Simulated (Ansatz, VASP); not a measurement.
**Two plane-wave programs on Rh**

The input INCAR:

```
PREC = Accurate
ENCUT = 520
EDIFF = 1E-6
ISMEAR = 0
SIGMA = 0.1
LREAL = F
LASPH = T
NELM = 60
ALGO = Normal
ISIF = 2
LWAVE = F
LCHARG = F
LDIPOL = T
IDIPOL = 3
DIPOL = 0.5 0.5 0.420
GGA = PE
IVDW = 12
NBANDS = 102
```

The input KPOINTS:

```
regular mesh
0
Gamma
  4 4 1
```

Contents of POSCAR:

```
Rh
1.0
    5.3647950069      0.0000000000      0.0000000000
   -2.6823975034      4.6460487620      0.0000000000
    0.0000000000      0.0000000000     24.1850367805
Rh
12
Direct
    0.3333333333      0.1666666667      0.3307830405
    0.3333333333      0.6666666667      0.3307830405
    0.8333333333      0.1666666667      0.3307830405
    0.8333333333      0.6666666667      0.3307830405
    0.6664575749      0.3331031361      0.4197174735
    0.6666898251      0.8332340122      0.4198251129
    0.1668277991      0.3331343534      0.4197327780
    0.1668115072      0.8334349646      0.4197373187
    0.0002301454      0.4998361406      0.5090833915
   -0.0001894560     -0.0004150885      0.5086546759
    0.5003155659      0.5001634337      0.5086656052
    0.5002766573     -0.0003891562      0.5086515841
```

Input for Ansatz:

```yaml
crystal:
  lattice:
    - [5.3647950069, 0.0, 0.0]
    - [-2.6823975034, 4.646048762, 0.0]
    - [0.0, 0.0, 24.1850367805]
  atoms:
    - { symbol: Rh, position: [0.3333333333, 0.1666666667, 0.3307830405] }
    - { symbol: Rh, position: [0.3333333333, 0.6666666667, 0.3307830405] }
    - { symbol: Rh, position: [0.8333333333, 0.1666666667, 0.3307830405] }
    - { symbol: Rh, position: [0.8333333333, 0.6666666667, 0.3307830405] }
    - { symbol: Rh, position: [0.6664575749, 0.3331031361, 0.4197174735] }
    - { symbol: Rh, position: [0.6666898251, 0.8332340122, 0.4198251129] }
    - { symbol: Rh, position: [0.1668277991, 0.3331343534, 0.419732778] }
    - { symbol: Rh, position: [0.1668115072, 0.8334349646, 0.4197373187] }
    - { symbol: Rh, position: [0.0002301454, 0.4998361406, 0.5090833915] }
    - { symbol: Rh, position: [-0.000189456, -0.0004150885, 0.5086546759] }
    - { symbol: Rh, position: [0.5003155659, 0.5001634337, 0.5086656052] }
    - { symbol: Rh, position: [0.5002766573, -0.0003891562, 0.5086515841] }
basis:
  ecutwfc: 420
kpoints:
  mp_grid: { grid: [4, 4, 1] }
hamiltonian:
  xc: pbe
  dispersion: d3bj
scf:
  occupations: { method: gaussian, width: 0.1 }
output:
  forces: true
  eigenvalues: true
  write_density: true
  volumetric_format: npy
efield:
  axis: 3
  dipole_correction: true
  ramp_width: 0.04
```

Alike in both runs: task single point; functional PBE; dispersion D3(BJ); k mesh 4 × 4 × 1; occupations gaussian, width 0.1 eV; no spin polarisation.

|  | VASP | Ansatz |
| --- | --- | --- |
| version | VASP 6.6.1 | Ansatz 0.2.0 |
| potentials or method | VASP PAW PBE potentials, release 64 (Rh_pv), cutoff 520 eV | scalar-relativistic, plane waves, PAW |
| valence electrons in the cell | 180 | 204 |

|  | VASP | Ansatz | Ansatz less VASP |
| --- | --- | --- | --- |
| gap on the k mesh at the Fermi level (eV) | none | none | - |
| rms of the force components (eV/Å) | 0.021 | 0.021 | +0.0001 |

Atom by atom the forces differ by 0.002 eV/Å (rms over components). A gap of «none» marks a metal or a gap that the smearing closes. VASP's potentials hold 180 valence electrons a cell and Ansatz's 204, so a difference there can come from the potentials and not from the codes.
